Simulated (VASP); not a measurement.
# SrCl2 (R-3m) in VASP: single point with r2SCAN

Aim: the single point of SrCl2 with r2SCAN.

Program: VASP 6.6.1. These are calculated values, not measurements. Logs are shortened: lines on timing, memory, paths and dates and some standing lists are left out, and cuts for length are marked.

### Step 1. The cell of the first run

The typed cell holds 3 atoms: a = 4.916 Å, b = 4.916 Å, c = 4.916 Å, α = 59.96°, β = 59.96°, γ = 59.96°.

### Step 2. Single point, r2SCAN

The input, POSCAR:

```
SrCl2
1.0
    2.4567214836      1.4183888098      4.0153159317
   -2.4567214836      1.4183888098      4.0153159317
    0.0000000000     -2.8367776197      4.0153159316
Sr Cl
1 2
Direct
    0.0000000000      0.0000000000      0.0000000000
    0.2499511381      0.2499511381      0.2499511381
    0.7500488619      0.7500488619      0.7500488619
```

The input, INCAR.step1:

```
SYSTEM = SrCl2
ALGO = Normal
EDIFF = 1E-4
ENCUT = 520
GGA = PE
ISMEAR = 0
LASPH = .TRUE.
LCHARG = .FALSE.
LREAL = .FALSE.
LWAVE = .TRUE.
NBANDS = 19
NELM = 100
PREC = Accurate
SIGMA = 0.01
```

The input, INCAR.step2:

```
SYSTEM = SrCl2
ALGO = Normal
EDIFF = 1E-7
ENCUT = 520
ISIF = 2
ISMEAR = 0
ISTART = 1
LASPH = .TRUE.
LCHARG = .FALSE.
LMIXTAU = .TRUE.
LREAL = .FALSE.
LWAVE = .FALSE.
METAGGA = R2SCAN
NBANDS = 19
NELM = 100
PREC = Accurate
SIGMA = 0.01
```

The input, KPOINTS:

```
k-points
0
G
  4 4 4
  0 0 0
```

Potentials or basis: VASP PAW PBE potentials, release 64 (Sr_sv, Cl).

On the command line:

```sh
$ cat potpaw_PBE.64/Sr_sv/POTCAR potpaw_PBE.64/Cl/POTCAR > POTCAR
$ cp INCAR.step1 INCAR
$ mpirun -np 1 vasp_std > vasp.out
$ cp INCAR.step2 INCAR
$ mpirun -np 1 vasp_std > vasp.out
```

OUTCAR:

```text
SYSTEM = SrCl2
   EDIFF = 1E-7
   ENCUT = 520
   ISIF = 2
   ISMEAR = 0
   ISTART = 1
   LASPH = .TRUE.
   LREAL = .FALSE.
   METAGGA = R2SCAN
   NELM = 100
   PREC = Accurate

 ion  position               nearest neighbor table
   1  0.000  0.000  0.000-   3 3.01   2 3.01   3 3.01   3 3.01   2 3.01   2 3.01   3 3.01   2 3.01

   2  0.250  0.250  0.250-   1 3.01   1 3.01   1 3.01   1 3.01
   3  0.750  0.750  0.750-   1 3.01   1 3.01   1 3.01   1 3.01

  LATTYP: Found a trigonal (rhomboedric) cell.
 ALAT       =     4.9163064688
 COS(alpha) =     0.5005822802

  Lattice vectors:

 A1 = (   2.4567214836,   1.4183888098,   4.0153159317)
 A2 = (  -2.4567214836,   1.4183888098,   4.0153159317)
 A3 = (   0.0000000000,  -2.8367776197,   4.0153159316)

Analysis of symmetry for initial positions (statically):
=====================================================================
 Subroutine PRICEL returns:
 Original cell was already a primitive cell.

 Routine SETGRP: Setting up the symmetry group for a
 trigonal (rhombohedral) supercell.

 Subroutine GETGRP returns: Found 12 space group operations
 (whereof 12 operations were pure point group operations)
 out of a pool of 12 trial point group operations.

The static configuration has the point symmetry D_3d.

Analysis of symmetry for dynamics (positions and initial velocities):
=====================================================================
 Subroutine PRICEL returns:
 Original cell was already a primitive cell.

 Routine SETGRP: Setting up the symmetry group for a
 trigonal (rhombohedral) supercell.

 Subroutine GETGRP returns: Found 12 space group operations
 (whereof 12 operations were pure point group operations)
 out of a pool of 12 trial point group operations.

The dynamic configuration has the point symmetry D_3d.

 Subroutine INISYM returns: Found 12 space group operations
 (whereof 12 operations are pure point group operations),
 and found     1 'primitive' translations

----------------------------------------------------------------------------------------

                                     Primitive cell

  volume of cell :      83.9503

  direct lattice vectors                    reciprocal lattice vectors
     2.456721484  1.418388810  4.015315932     0.203523274  0.117504217  0.083015469
    -2.456721484  1.418388810  4.015315932    -0.203523274  0.117504217  0.083015469
     0.000000000 -2.836777620  4.015315932     0.000000000 -0.235008434  0.083015469

  length of vectors
     4.916306469  4.916306469  4.916306469     0.249239909  0.249239909  0.249239909

  position of ions in fractional coordinates (direct lattice)
     0.000000000  0.000000000  0.000000000
     0.249951138  0.249951138  0.249951138
     0.750048862  0.750048862  0.750048862

  ion indices of the primitive-cell ions
   primitive index   ion index
                 1           1
                 2           2
                 3           3

----------------------------------------------------------------------------------------

 KPOINTS: k-points

Automatic generation of k-mesh.
 Grid dimensions read from file:
 generate k-points for:    4    4    4

 Generating k-lattice:

  Cartesian coordinates                     Fractional coordinates (reciprocal lattice)
     0.050880819  0.029376054  0.020753867     0.250000000  0.000000000  0.000000000
    -0.050880819  0.029376054  0.020753867     0.000000000  0.250000000  0.000000000
     0.000000000 -0.058752109  0.020753867     0.000000000  0.000000000  0.250000000

  Length of vectors
     0.062309977  0.062309977  0.062309977

  Shift w.r.t. Gamma in fractional coordinates (k-lattice)
     0.000000000  0.000000000  0.000000000

 Subroutine IBZKPT returns following result:
 ===========================================

 Found     13 irreducible k-points:

 Following reciprocal coordinates:
            Coordinates               Weight
  0.000000  0.000000  0.000000      1.000000
  0.250000  0.000000 -0.000000      6.000000
  0.500000  0.000000 -0.000000      3.000000
  0.250000  0.250000 -0.000000      6.000000
  0.500000  0.250000 -0.000000     12.000000
 -0.250000  0.250000  0.000000      6.000000
  0.500000  0.500000 -0.000000      3.000000
  0.250000  0.250000  0.250000      2.000000
  0.500000  0.250000  0.250000      6.000000
 -0.250000  0.250000  0.250000      6.000000
  0.500000  0.500000  0.250000      6.000000
 -0.250000  0.500000  0.250000      6.000000
  0.500000  0.500000  0.500000      1.000000
   k-points           NKPTS =     13   k-points in BZ     NKDIM =     13   number of bands    NBANDS=     19
   number of dos      NEDOS =    301   number of ions     NIONS =      3
   total plane-waves  NPLWV =  64000
   dimension x,y,z NGX =    40 NGY =   40 NGZ =   40
   dimension x,y,z NGXF=    80 NGYF=   80 NGZF=   80
   ions per type =               1   2
   NGX,Y,Z   is equivalent  to a cutoff of  13.53, 13.53, 13.53 a.u.
   NGXF,Y,Z  is equivalent  to a cutoff of  27.05, 27.05, 27.05 a.u.
 SYSTEM =  SrCl2
   PREC   = accura    normal or accurate (medium, high low for compatibility)
   ISTART =      1    job   : 0-new  1-cont  2-samecut
   ICHARG =      0    charge: 1-file 2-atom 10-const
   ISPIN  =      1    spin polarized calculation?
   LNONCOLLINEAR =      F non collinear calculations
   LSORBIT =      F    spin-orbit coupling
   LASPH  =      T    aspherical Exc in radial PAW
   ENCUT  =  520.0 eV  38.22 Ry    6.18 a.u.   9.14  9.14  9.14*2*pi/ulx,y,z
   NELM   =    100;   NELMIN=  2; NELMDL=  0     # of ELM steps
   EDIFF  = 0.1E-06   stopping-criterion for ELM
   LREAL  =      F    real-space projection
   EDIFFG = 0.1E-05   stopping-criterion for IOM
   NSW    =      0    number of steps for IOM
   IBRION =     -1    ionic relax: 0-MD 1-quasi-New 2-CG
   NFREE  =      0    steps in history (QN), initial steepest desc. (CG)
   ISIF   =      2    stress and relaxation
   ISYM   =      2    0-nonsym 1-usesym 2-fastsym
   POTIM  = 0.5000    time-step for ionic-motion
   TEBEG  =    0.0;   TEEND  =   0.0 temperature during run
   PSTRESS=    0.0 pullay stress
   NELECT =      24.0000    total number of electrons
   NUPDOWN=      -1.0000    fix difference up-down
   EMIN   =  10.00;   EMAX   =-10.00  energy-range for DOS
   EFERMI =   0.00;   METHOD = LEGACY
   ISMEAR =     0;   SIGMA  =   0.01  broadening in eV -4-tet -1-fermi 0-gaus
   EFERMI_NEDOS =   21; number of points for ismear=-14 and -15
   IALGO  =     38    algorithm
   IMIX   =      4    mixing-type and parameters
     AMIX     =   0.40;   BMIX     =  1.00
     AMIX_MAG =   1.60;   BMIX_MAG =  1.00
  volume/ion in A,a.u.               =      27.98       188.84
  Fermi-wavevector in a.u.,A,eV,Ry     =   1.078461  2.037996 15.824644  1.163079
  Thomas-Fermi vector in A             =   2.214400
   LORBIT       =      0    0 simple, 1 ext, 2 COOP (PROOUT), +10 PAW based schemes
   METAGGA = R2SCAN    functional components
   LHFCALC =     F    Hartree Fock is set to
   AEXX    =    0.0000 exact exchange contribution
   IVDW    =     0    specifies the selected vdW correction
   LEPSILON=     F    determine dielectric tensor
   LRPA    =     F    only Hartree local field effects (RPA)
 non-spin polarized calculation
 Gauss-broadening in eV      SIGMA  =   0.01
  energy-cutoff  :      520.00
  volume of cell :       83.95
 maximum number of plane-waves:      2276
 NGX is ok and might be reduce to    40
   NGX = 19   NGY = 19   NGZ = 19

 number of electron      24.0000003 magnetization

 Free energy of the ion-electron system (eV)
  ---------------------------------------------------
  ext. energy  EPLUGINS =         0.00000000
  ---------------------------------------------------
  free energy    TOTEN  =       -35.69221264 eV

  energy without entropy =      -35.69221264  energy(sigma->0) =      -35.69221264

 E-fermi :  -0.0605     XC(G=0):  -8.8198

 val. band max:       -0.1462956434   @ k =   0.5000   0.5000  -0.0000
 cond. band min:       5.8374950715   @ k =   0.5000   0.5000  -0.0000
 fundamental gap:      5.9837907148
 Fermi energy:        -0.0604640232

 k-point     1 :       0.0000    0.0000    0.0000
  band No.  band energies     occupation
      1     -34.0596      2.00000
      2     -15.4345      2.00000
      3     -15.4344      2.00000
      4     -15.4344      2.00000
      5     -14.0699      2.00000
      6     -13.1715      2.00000
[... 11 lines left out ...]
     18       9.5010      0.00000
     19       9.9892      0.00000

 k-point     2 :       0.2500    0.0000   -0.0000
  band No.  band energies     occupation
      1     -34.0578      2.00000
      2     -15.6308      2.00000
      3     -15.4418      2.00000
      4     -15.4417      2.00000
      5     -13.7592      2.00000
      6     -13.2724      2.00000
[... 11 lines left out ...]
     18       9.2209      0.00000
     19      10.2243      0.00000

 k-point     3 :       0.5000    0.0000   -0.0000
  band No.  band energies     occupation
      1     -34.0560      2.00000
      2     -15.7691      2.00000
      3     -15.4491      2.00000
      4     -15.4490      2.00000
      5     -13.6506      2.00000
      6     -13.2158      2.00000
[... 11 lines left out ...]
     18       9.2509      0.00000
     19       9.6011      0.00000

 k-point     4 :       0.2500    0.2500   -0.0000
  band No.  band energies     occupation
      1     -34.0572      2.00000
      2     -15.6766      2.00000
      3     -15.4519      2.00000
      4     -15.4518      2.00000
      5     -13.6214      2.00000
      6     -13.3385      2.00000
[... 11 lines left out ...]
     18       9.1357      0.00000
     19       9.7171      0.00000

 k-point     5 :       0.5000    0.2500   -0.0000
  band No.  band energies     occupation
      1     -34.0554      2.00000
      2     -15.7461      2.00000
      3     -15.5412      2.00000
      4     -15.4592      2.00000
      5     -13.4636      2.00000
      6     -13.3081      2.00000
[... 11 lines left out ...]
     18       9.5884      0.00000
     19      10.2887      0.00000

 k-point     6 :      -0.2500    0.2500    0.0000
  band No.  band energies     occupation
      1     -34.0560      2.00000
      2     -15.6841      2.00000
      3     -15.5634      2.00000
      4     -15.4491      2.00000
      5     -13.4896      2.00000
      6     -13.3426      2.00000
[... 11 lines left out ...]
     18       9.2817      0.00000
     19      10.3992      0.00000

 k-point     7 :       0.5000    0.5000   -0.0000
  band No.  band energies     occupation
      1     -34.0548      2.00000
      2     -15.8441      2.00000
      3     -15.4693      2.00000
      4     -15.4691      2.00000
      5     -13.4941      2.00000
      6     -13.2272      2.00000
[... 11 lines left out ...]
     18       9.3245      0.00000
     19      10.7639      0.00000

 k-point     8 :       0.2500    0.2500    0.2500
  band No.  band energies     occupation
      1     -34.0578      2.00000
      2     -15.6306      2.00000
      3     -15.4417      2.00000
      4     -15.4417      2.00000
      5     -13.7599      2.00000
      6     -13.2721      2.00000
[... 11 lines left out ...]
     18       9.2178      0.00000
     19      10.2210      0.00000

 k-point     9 :       0.5000    0.2500    0.2500
  band No.  band energies     occupation
      1     -34.0560      2.00000
      2     -15.6835      2.00000
      3     -15.5638      2.00000
      4     -15.4490      2.00000
      5     -13.4905      2.00000
      6     -13.3419      2.00000
[... 11 lines left out ...]
     18       9.2776      0.00000
     19      10.4016      0.00000

 k-point    10 :      -0.2500    0.2500    0.2500
  band No.  band energies     occupation
      1     -34.0554      2.00000
      2     -15.7466      2.00000
      3     -15.5407      2.00000
      4     -15.4591      2.00000
      5     -13.4643      2.00000
      6     -13.3075      2.00000
[... 11 lines left out ...]
     18       9.5886      0.00000
     19      10.2829      0.00000

 k-point    11 :       0.5000    0.5000    0.2500
  band No.  band energies     occupation
      1     -34.0554      2.00000
      2     -15.7460      2.00000
      3     -15.5412      2.00000
      4     -15.4591      2.00000
      5     -13.4630      2.00000
      6     -13.3088      2.00000
[... 11 lines left out ...]
     18       9.5850      0.00000
     19      10.2866      0.00000

 k-point    12 :      -0.2500    0.5000    0.2500
  band No.  band energies     occupation
      1     -34.0548      2.00000
      2     -15.6706      2.00000
      3     -15.6700      2.00000
      4     -15.4696      2.00000
      5     -13.3477      2.00000
      6     -13.3465      2.00000
[... 11 lines left out ...]
     18      10.3096      0.00000
     19      10.9823      0.00000

 k-point    13 :       0.5000    0.5000    0.5000
  band No.  band energies     occupation
      1     -34.0560      2.00000
      2     -15.7689      2.00000
      3     -15.4489      2.00000
      4     -15.4489      2.00000
      5     -13.6498      2.00000
      6     -13.2170      2.00000
[... 11 lines left out ...]
     18       9.2479      0.00000
     19       9.5963      0.00000

------------------------ aborting loop because EDIFF is reached ----------------------------------------

  FORCE on cell =-STRESS in cart. coord.  units (eV):
  Direction    XX          YY          ZZ          XY          YZ          ZX
  --------------------------------------------------------------------------------------
  -------------------------------------------------------------------------------------
  Total        0.4173727      0.4173727      0.4072120      0.0000000      0.0000000      0.0000000
  in kB        7.9654892      7.9654892      7.7715733      0.0000000      0.0000000      0.0000000
  external PRESSURE =       7.9008505 kB  Pullay stress =       0.0000000 kB

 VOLUME and BASIS-vectors are now :
 -----------------------------------------------------------------------------
  energy-cutoff  :      520.00
  volume of cell :       83.95
      direct lattice vectors                 reciprocal lattice vectors
     2.456721484  1.418388810  4.015315932     0.203523274  0.117504217  0.083015469
    -2.456721484  1.418388810  4.015315932    -0.203523274  0.117504217  0.083015469
     0.000000000 -2.836777620  4.015315932     0.000000000 -0.235008434  0.083015469

 POSITION                                       TOTAL-FORCE (eV/Angst)
 -----------------------------------------------------------------------------------
      0.00000      0.00000      0.00000         0.000000      0.000000     -0.000000
      0.00000     -0.00000      3.01090         0.000000      0.000000     -0.000188
      0.00000     -0.00000      9.03505         0.000000     -0.000000      0.000188
 -----------------------------------------------------------------------------------
    total drift:                               -0.000000     -0.000000      0.000000

  FREE ENERGIE OF THE ION-ELECTRON SYSTEM (eV)
  ---------------------------------------------------
  free  energy   TOTEN  =       -35.6922126422 eV

  energy  without entropy=      -35.6922126422  energy(sigma->0) =      -35.69221264
```

Run time: 2.2 min. Hardware: 1 thread of Intel Xeon Platinum 8259CL at 2.50GHz (Skylake/Cascade Lake), shared host; peak memory 0.25 GiB.

Results:

- Free energy: -35.6922 eV
- Pressure: 0.8 GPa
- Band gap on the k mesh: 5.98 eV, direct

Caveat: the PAW data sets were made with another functional, which shifts forces and pressure a little. r2SCAN opens gaps a little over a GGA but as a rule still falls short of measured ones.
